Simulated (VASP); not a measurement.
# Cd (P6_3/mmc) in VASP: notebook

Cd is run at these levels: PBEsol; tasks: single point.

Everything below comes from runs of VASP 6.6.1. Logs are shortened: lines on timing, memory, paths and dates and some standing lists are left out, and cuts for length are marked.

### 1 The cell of the first run

It takes space group P6_3/mmc (No. 194, hexagonal). Conventional cell: a = 2.930 Å, b = 2.930 Å, c = 5.306 Å, α = 90.00°, β = 90.00°, γ = 120.00°. Cd (site symmetry -6m2) has 12 Cd at 2.93 to 3.15 Å within 3.9 Å.

### 2 Single point, PBEsol

File INCAR:

```
SYSTEM = Cd
ALGO = Normal ; EDIFF = 1E-6
ENCUT = 500 ; GGA = PS
GGA_COMPAT = .False. ; ISIF = 2
ISMEAR = -1 ; LASPH = .True.
LCHARG = .False. ; LREAL = .False.
LWAVE = .False. ; NBANDS = 19
NELM = 120 ; PREC = Accurate
SIGMA = 0.1
```

File KPOINTS:

```
k-points
0
Gamma
  18 18 8
  0 0 0
```

File POSCAR:

```
Cd
1.0
    2.9302745660      0.0000000000      0.0000000000
   -1.4651372830      2.5376922142      0.0000000000
    0.0000000000      0.0000000000      5.3063435746
Cd
2
Direct
    0.3333333333      0.6666666667      0.2500000000
    0.6666666667      0.3333333333      0.7500000000
```

Potentials or basis: VASP PAW PBE potentials, release 64 (Cd).

Started as:

```
$ cat potpaw_PBE.64/Cd/POTCAR > POTCAR
$ mpirun -np 1 vasp_std > vasp.out
```

OUTCAR:

```text
SYSTEM = Cd
   EDIFF = 1E-6
   ENCUT = 500
   GGA = PS
   ISIF = 2
   ISMEAR = -1
   LASPH = .True.
   LREAL = .False.
   NELM = 120
   PREC = Accurate

 ion  position               nearest neighbor table
   1  0.333  0.667  0.250-   2 3.15   2 3.15   2 3.15   2 3.15   2 3.15   2 3.15
   2  0.667  0.333  0.750-   1 3.15   1 3.15   1 3.15   1 3.15   1 3.15   1 3.15

  LATTYP: Found a hexagonal cell.
 ALAT       =     2.9302745660
 C/A-ratio  =     1.8108690688

  Lattice vectors:

 A1 = (   2.9302745660,   0.0000000000,   0.0000000000)
 A2 = (  -1.4651372830,   2.5376922142,   0.0000000000)
 A3 = (   0.0000000000,   0.0000000000,   5.3063435746)

Analysis of symmetry for initial positions (statically):
=====================================================================
 Subroutine PRICEL returns:
 Original cell was already a primitive cell.

 Routine SETGRP: Setting up the symmetry group for a
 hexagonal supercell.

 Subroutine GETGRP returns: Found 24 space group operations
 (whereof 12 operations were pure point group operations)
 out of a pool of 24 trial point group operations.

The static configuration has the point symmetry D_3d.
 The point group associated with its full space group is D_6h.

Analysis of symmetry for dynamics (positions and initial velocities):
=====================================================================
 Subroutine PRICEL returns:
 Original cell was already a primitive cell.

 Routine SETGRP: Setting up the symmetry group for a
 hexagonal supercell.

 Subroutine GETGRP returns: Found 24 space group operations
 (whereof 12 operations were pure point group operations)
 out of a pool of 24 trial point group operations.

The dynamic configuration has the point symmetry D_3d.
 The point group associated with its full space group is D_6h.

 Subroutine INISYM returns: Found 24 space group operations
 (whereof 12 operations are pure point group operations),
 and found     1 'primitive' translations

----------------------------------------------------------------------------------------

                                     Primitive cell

  volume of cell :      39.4587

  direct lattice vectors                    reciprocal lattice vectors
     2.930274566  0.000000000  0.000000000     0.341264949  0.197029410  0.000000000
    -1.465137283  2.537692214  0.000000000     0.000000000  0.394058820  0.000000000
     0.000000000  0.000000000  5.306343575     0.000000000  0.000000000  0.188453685

  length of vectors
     2.930274566  2.930274566  5.306343575     0.394058820  0.394058820  0.188453685

  position of ions in fractional coordinates (direct lattice)
     0.333333333  0.666666667  0.250000000
     0.666666667  0.333333333  0.750000000

  ion indices of the primitive-cell ions
   primitive index   ion index
                 1           1
                 2           2

----------------------------------------------------------------------------------------

 KPOINTS: k-points

Automatic generation of k-mesh.
 Grid dimensions read from file:
 generate k-points for:   18   18    8

 Generating k-lattice:

  Cartesian coordinates                     Fractional coordinates (reciprocal lattice)
     0.018959164  0.010946078  0.000000000     0.055555556  0.000000000  0.000000000
     0.000000000  0.021892157  0.000000000     0.000000000  0.055555556  0.000000000
     0.000000000  0.000000000  0.023556711     0.000000000  0.000000000  0.125000000

  Length of vectors
     0.021892157  0.021892157  0.023556711

  Shift w.r.t. Gamma in fractional coordinates (k-lattice)
     0.000000000  0.000000000  0.000000000

 Subroutine IBZKPT returns following result:
 ===========================================

 Found    185 irreducible k-points:

 Following reciprocal coordinates:
            Coordinates               Weight
  0.000000  0.000000  0.000000      1.000000
  0.055556 -0.000000  0.000000      6.000000
  0.111111 -0.000000  0.000000      6.000000
  0.166667 -0.000000  0.000000      6.000000
  0.222222  0.000000  0.000000      6.000000
  0.277778  0.000000  0.000000      6.000000
[... 16 lines left out ...]
  0.333333  0.111111  0.000000     12.000000
  0.388889  0.111111  0.000000     12.000000
 [... further k-points ...]
   k-points           NKPTS =    185   k-points in BZ     NKDIM =    185   number of bands    NBANDS=     19
   number of dos      NEDOS =    301   number of ions     NIONS =      2
   total plane-waves  NPLWV =  23040
   dimension x,y,z NGX =    24 NGY =   24 NGZ =   40
   dimension x,y,z NGXF=    48 NGYF=   48 NGZF=   80
   ions per type =               2
   NGX,Y,Z   is equivalent  to a cutoff of  13.62, 13.62, 12.53 a.u.
   NGXF,Y,Z  is equivalent  to a cutoff of  27.23, 27.23, 25.06 a.u.
 SYSTEM =  Cd
   PREC   = accura    normal or accurate (medium, high low for compatibility)
   ISTART =      0    job   : 0-new  1-cont  2-samecut
   ICHARG =      2    charge: 1-file 2-atom 10-const
   ISPIN  =      1    spin polarized calculation?
   LNONCOLLINEAR =      F non collinear calculations
   LSORBIT =      F    spin-orbit coupling
   LASPH  =      T    aspherical Exc in radial PAW
   ENCUT  =  500.0 eV  36.75 Ry    6.06 a.u.   5.34  5.34  9.67*2*pi/ulx,y,z
   NELM   =    120;   NELMIN=  2; NELMDL= -5     # of ELM steps
   EDIFF  = 0.1E-05   stopping-criterion for ELM
   LREAL  =      F    real-space projection
   EDIFFG = 0.1E-04   stopping-criterion for IOM
   NSW    =      0    number of steps for IOM
   IBRION =     -1    ionic relax: 0-MD 1-quasi-New 2-CG
   NFREE  =      0    steps in history (QN), initial steepest desc. (CG)
   ISIF   =      2    stress and relaxation
   ISYM   =      2    0-nonsym 1-usesym 2-fastsym
   POTIM  = 0.5000    time-step for ionic-motion
   TEBEG  =    0.0;   TEEND  =   0.0 temperature during run
   PSTRESS=    0.0 pullay stress
   NELECT =      24.0000    total number of electrons
   NUPDOWN=      -1.0000    fix difference up-down
   EMIN   =  10.00;   EMAX   =-10.00  energy-range for DOS
   EFERMI =   0.00;   METHOD = LEGACY
   ISMEAR =    -1;   SIGMA  =   0.10  broadening in eV -4-tet -1-fermi 0-gaus
   EFERMI_NEDOS =   21; number of points for ismear=-14 and -15
   IALGO  =     38    algorithm
   IMIX   =      4    mixing-type and parameters
     AMIX     =   0.40;   BMIX     =  1.00
     AMIX_MAG =   1.60;   BMIX_MAG =  1.00
  volume/ion in A,a.u.               =      19.73       133.14
  Fermi-wavevector in a.u.,A,eV,Ry     =   1.387068  2.621178 26.177027  1.923957
  Thomas-Fermi vector in A             =   2.511324
   LORBIT       =      0    0 simple, 1 ext, 2 COOP (PROOUT), +10 PAW based schemes
   GGA     = PS    functional components
   LHFCALC =     F    Hartree Fock is set to
   AEXX    =    0.0000 exact exchange contribution
   IVDW    =     0    specifies the selected vdW correction
   LEPSILON=     F    determine dielectric tensor
   LRPA    =     F    only Hartree local field effects (RPA)
 non-spin polarized calculation
  energy-cutoff  :      500.00
  volume of cell :       39.46
 maximum number of plane-waves:      1021
 NGX is ok and might be reduce to    24
   NGX = 11   NGY = 11   NGZ = 19

 number of electron      24.0000011 magnetization

 Free energy of the ion-electron system (eV)
  ---------------------------------------------------
  ext. energy  EPLUGINS =         0.00000000
  ---------------------------------------------------
  free energy    TOTEN  =        -2.37370058 eV

  energy without entropy =       -2.35791730  energy(sigma->0) =       -2.36580894

 E-fermi :   3.5902     XC(G=0): -11.7057

 val. band max:        3.5414736501   @ k =   0.3333   0.2778   0.1250
 cond. band min:       3.5910215931   @ k =   0.3889   0.0000   0.0000
 fundamental gap:      0.0495479430
 Fermi energy:         3.5901747597

 k-point     1 :       0.0000    0.0000    0.0000
  band No.  band energies     occupation
      1      -6.7295      2.00000
      2      -6.3775      2.00000
      3      -6.0387      2.00000
      4      -5.9471      2.00000
      5      -5.9471      2.00000
      6      -5.8693      2.00000
[... 11 lines left out ...]
     18      19.4344      0.00000
     19      20.3541      0.00000

 k-point     2 :       0.0556   -0.0000    0.0000
  band No.  band energies     occupation
      1      -6.6933      2.00000
      2      -6.3182      2.00000
      3      -6.0207      2.00000
      4      -5.9421      2.00000
      5      -5.9150      2.00000
      6      -5.8775      2.00000
[... 11 lines left out ...]
     18      19.8100      0.00000
     19      20.2499      0.00000

 k-point     3 :       0.1111   -0.0000    0.0000
  band No.  band energies     occupation
      1      -6.5995      2.00000
      2      -6.2126      2.00000
      3      -6.0240      2.00000
      4      -5.9222      2.00000
      5      -5.8216      2.00000
      6      -5.7642      2.00000
[... 11 lines left out ...]
     18      19.7559      0.00000
     19      19.8121      0.00000

 k-point     4 :       0.1667   -0.0000    0.0000
  band No.  band energies     occupation
      1      -6.5091      2.00000
      2      -6.1511      2.00000
      3      -6.0920      2.00000
      4      -5.8722      2.00000
      5      -5.6754      2.00000
      6      -5.6600      2.00000
[... 11 lines left out ...]
     18      17.9244      0.00000
     19      18.1893      0.00000

 k-point     5 :       0.2222    0.0000    0.0000
  band No.  band energies     occupation
      1      -6.5166      2.00000
      2      -6.2019      2.00000
      3      -6.0379      2.00000
      4      -5.8612      2.00000
      5      -5.7554      2.00000
      6      -5.5597      2.00000
[... 11 lines left out ...]
     18      17.1490      0.00000
     19      17.5285      0.00000

 k-point     6 :       0.2778    0.0000    0.0000
  band No.  band energies     occupation
      1      -6.6001      2.00000
      2      -6.3176      2.00000
      3      -6.0684      2.00000
      4      -5.8958      2.00000
      5      -5.6191      2.00000
      6      -5.6068      2.00000
[... 11 lines left out ...]
     18      16.8909      0.00000
     19      18.2790      0.00000

 k-point     7 :       0.3333   -0.0000    0.0000
  band No.  band energies     occupation
      1      -6.6996      2.00000
      2      -6.4265      2.00000
      3      -6.2490      2.00000
      4      -5.7725      2.00000
      5      -5.7025      2.00000
      6      -5.6724      2.00000
[... 11 lines left out ...]
     18      16.7259      0.00000
     19      18.0227      0.00000

 k-point     8 :       0.3889    0.0000    0.0000
  band No.  band energies     occupation
      1      -6.7855      2.00000
      2      -6.5144      2.00000
      3      -6.3862      2.00000
      4      -5.7767      2.00000
      5      -5.7144      2.00000
      6      -5.6786      2.00000
[... 256 lines left out ...]
 k-point    20 :       0.1667    0.1111    0.0000
  band No.  band energies     occupation
      1      -6.3810      2.00000
      2      -6.1960      2.00000
      3      -6.0168      2.00000
      4      -5.8856      2.00000
      5      -5.8132      2.00000
      6      -5.7138      2.00000
[... 11 lines left out ...]
     18      17.1897      0.00000
     19      17.3793      0.00000

 k-point    21 :       0.2222    0.1111    0.0000
  band No.  band energies     occupation
      1      -6.4663      2.00000
      2      -6.2169      2.00000
      3      -6.0782      2.00000
      4      -5.9490      2.00000
      5      -5.7771      2.00000
      6      -5.6693      2.00000
[... 11 lines left out ...]
     18      16.6146      0.00000
     19      16.6387      0.00000

 k-point    22 :       0.2778    0.1111    0.0000
  band No.  band energies     occupation
      1      -6.5666      2.00000
      2      -6.3018      2.00000
      3      -6.2434      2.00000
      4      -5.8229      2.00000
      5      -5.8099      2.00000
      6      -5.6034      2.00000
[... 11 lines left out ...]
     18      15.9933      0.00000
     19      16.1336      0.00000

 k-point    23 :       0.3333    0.1111    0.0000
  band No.  band energies     occupation
      1      -6.6512      2.00000
      2      -6.3794      2.00000
      3      -6.3682      2.00000
      4      -5.8468      2.00000
      5      -5.6948      2.00000
      6      -5.6876      2.00000
[... 11 lines left out ...]
     18      15.4927      0.00000
     19      15.7834      0.00000

 k-point    24 :       0.3889    0.1111    0.0000
  band No.  band energies     occupation
      1      -6.7067      2.00000
      2      -6.4454      2.00000
      3      -6.4310      2.00000
      4      -5.8467      2.00000
      5      -5.7574      2.00000
      6      -5.6230      2.00000
[... 11 lines left out ...]
     18      15.1754      0.00000
     19      15.5712      0.00000

 [... further k-points ...]

------------------------ aborting loop because EDIFF is reached ----------------------------------------

  FORCE on cell =-STRESS in cart. coord.  units (eV):
  Direction    XX          YY          ZZ          XY          YZ          ZX
  --------------------------------------------------------------------------------------
  -------------------------------------------------------------------------------------
  Total        1.1231265      1.1231265      1.0778814     -0.0000000      0.0000000      0.0000000
  in kB       45.6033367     45.6033367     43.7662071     -0.0000000      0.0000000      0.0000000
  external PRESSURE =      44.9909602 kB  Pullay stress =       0.0000000 kB

 VOLUME and BASIS-vectors are now :
 -----------------------------------------------------------------------------
  energy-cutoff  :      500.00
  volume of cell :       39.46
      direct lattice vectors                 reciprocal lattice vectors
     2.930274566  0.000000000  0.000000000     0.341264949  0.197029410  0.000000000
    -1.465137283  2.537692214  0.000000000     0.000000000  0.394058820  0.000000000
     0.000000000  0.000000000  5.306343575     0.000000000  0.000000000  0.188453685

 POSITION                                       TOTAL-FORCE (eV/Angst)
 -----------------------------------------------------------------------------------
     -0.00000      1.69179      1.32659         0.000000      0.000000      0.000000
      1.46514      0.84590      3.97976        -0.000000     -0.000000      0.000000
 -----------------------------------------------------------------------------------
    total drift:                               -0.000000      0.000000      0.000000

  FREE ENERGIE OF THE ION-ELECTRON SYSTEM (eV)
  ---------------------------------------------------
  free  energy   TOTEN  =        -2.3737005777 eV

  energy  without entropy=       -2.3579172970  energy(sigma->0) =       -2.36580894
```

Wall time 41 s (1 thread of Intel Xeon 6975P-C (Granite Rapids), shared host); peak memory 0.23 GiB.

Results:

| Item | Value |
| --- | --- |
| Free energy | -2.3737 eV |
| Pressure | 4.5 GPa |
| Band gap on the k mesh | zero (bands 12 and 13 overlap by 3.84 eV) |

Stress tensor (GPa, compression positive):
```
4.56 0.00 0.00
0.00 4.56 0.00
0.00 0.00 4.38
```

Caveat: the cell stands under pressure; the PAW data sets were made with another functional, which shifts forces and pressure a little.

### 3 Single point, PBEsol

This run uses another cell than the first one, of 20.28 Å³/atom.

File INCAR:

```
SYSTEM = Cd
ALGO     = Normal         ! electronic algorithm
EDIFF    = 1E-6           ! SCF threshold, eV
ENCUT    = 500            ! plane-wave cutoff, eV
GGA      = PS             ! functional
GGA_COMPAT= .FALSE.      
ISIF     = 2              ! what is computed and relaxed
ISMEAR   = -1             ! smearing method
LASPH    = .TRUE.         ! aspherical terms in the spheres
LCHARG   = .TRUE.         ! write CHGCAR
LELF     = .TRUE.         ! ELF
LREAL    = .FALSE.        ! projectors in reciprocal space
LVHAR    = .TRUE.       
LWAVE    = .FALSE.        ! write WAVECAR
NBANDS   = 19             ! bands
NELM     = 120            ! most SCF steps
PREC     = Accurate       ! precision mode
SIGMA    = 0.1            ! smearing width, eV
```

File KPOINTS:

```
k-points
0
G
  18 18 8
  0 0 0
```

File POSCAR:

```
Cd
1.0
    2.9456898653      0.0000000000      0.0000000000
   -1.4728449326      2.5510422550      0.0000000000
    0.0000000000      0.0000000000      5.3976454706
Cd
2
Direct
    0.3333333333      0.6666666667      0.2500000000
    0.6666666667      0.3333333333      0.7500000000
```

Potentials or basis: VASP PAW PBE potentials, release 64 (Cd).

Started as:

```
$ cat potpaw_PBE.64/Cd/POTCAR > POTCAR
$ mpirun -np 1 vasp_std > vasp.out
```

It took 42 s on 1 thread of Intel Xeon 6975P-C (Granite Rapids), shared host; peak memory 0.24 GiB.

It converged, with:

```yaml
Free_energy: -2.3970 eV
Pressure: 2.5 GPa
Band_gap_on_the_k_mesh: zero (bands 12 and 13 overlap by 4.06 eV)
```

Stress tensor (GPa, compression positive):
```
2.52 0.00 0.00
0.00 2.52 0.00
0.00 0.00 2.31
```

Levels at points of the mesh, in eV from the Fermi level:
| k point | band 9 | band 10 | band 11 | band 12 | band 13 | band 14 | band 15 | band 16 |
| --- | --- | --- | --- | --- | --- | --- | --- | --- |
| (0.00, 0.00, 0.00) | -8.91 | -8.58 | -8.58 | -3.37 | -2.78 | 11.59 | 14.34 | 14.92 |
| (0.50, 0.00, 0.00) | -8.33 | -8.30 | -2.75 | -2.13 | 2.12 | 2.96 | 3.52 | 5.37 |
| (0.00, 0.00, 0.50) | -8.72 | -8.72 | -7.82 | -7.82 | 4.25 | 4.25 | 14.68 | 14.68 |
| (0.50, 0.00, 0.50) | -8.31 | -8.31 | -1.90 | -1.90 | 0.02 | 0.02 | 8.59 | 8.59 |

Caveat: the PAW data sets were made with another functional, which shifts forces and pressure a little.

### 4 Single point, PBEsol

This run uses another cell than the first one, of 20.61 Å³/atom.

File INCAR:

```
PREC = Accurate ; ENCUT = 500
EDIFF = 1E-6 ; ISMEAR = -1
SIGMA = 0.1 ; LREAL = False
LASPH = True ; NELM = 120
ALGO = Normal ; ISIF = 2
LWAVE = False ; LCHARG = False
GGA = PS ; NBANDS = 19
GGA_COMPAT = False
```

File KPOINTS:

```
Automatic mesh
0
Gamma
  18 18 8
```

File POSCAR:

```
Cd
1.0
    2.9523524182      0.0000000000      0.0000000000
   -1.4761762091      2.5568121951      0.0000000000
    0.0000000000      0.0000000000      5.4613588175
Cd
2
Direct
    0.3333333333      0.6666666667      0.2500000000
    0.6666666667      0.3333333333      0.7500000000
```

Started as:

```
$ cat potpaw_PBE.64/Cd/POTCAR > POTCAR
$ mpirun -np 1 vasp_std > vasp.out
```

Run time: 42 s. Hardware: 1 thread of Intel Xeon 6975P-C (Granite Rapids), shared host; peak memory 0.23 GiB.

The run converged. Its results:

```
Free energy            : -2.4047 eV
Pressure               : 1.4 GPa
Band gap on the k mesh : zero (bands 12 and 13 overlap by 4.23 eV)
```

Stress tensor (GPa, compression positive):
```
1.49 0.00 0.00
0.00 1.49 0.00
0.00 0.00 1.27
```

Levels at points of the mesh, in eV from the Fermi level:
| k point | band 8 | band 9 | band 10 | band 11 | band 12 | band 13 | band 14 | band 15 | band 16 | band 17 |
| --- | --- | --- | --- | --- | --- | --- | --- | --- | --- | --- |
| (0.00, 0.00, 0.00) | -8.87 | -8.87 | -8.56 | -8.56 | -3.32 | -2.89 | 11.23 | 14.37 | 14.92 | 14.92 |
| (0.50, 0.00, 0.00) | -8.58 | -8.30 | -8.27 | -2.66 | -2.07 | 2.05 | 2.95 | 3.39 | 5.31 | 8.24 |
| (0.00, 0.00, 0.50) | -8.69 | -8.69 | -8.69 | -7.73 | -7.73 | 4.05 | 4.05 | 14.70 | 14.70 | 15.91 |
| (0.50, 0.00, 0.50) | -8.56 | -8.28 | -8.28 | -1.83 | -1.83 | 0.01 | 0.01 | 8.40 | 8.40 | 10.01 |

Caveat: the PAW data sets were made with another functional, which shifts forces and pressure a little.

(Part 1 of 2 ends here.)
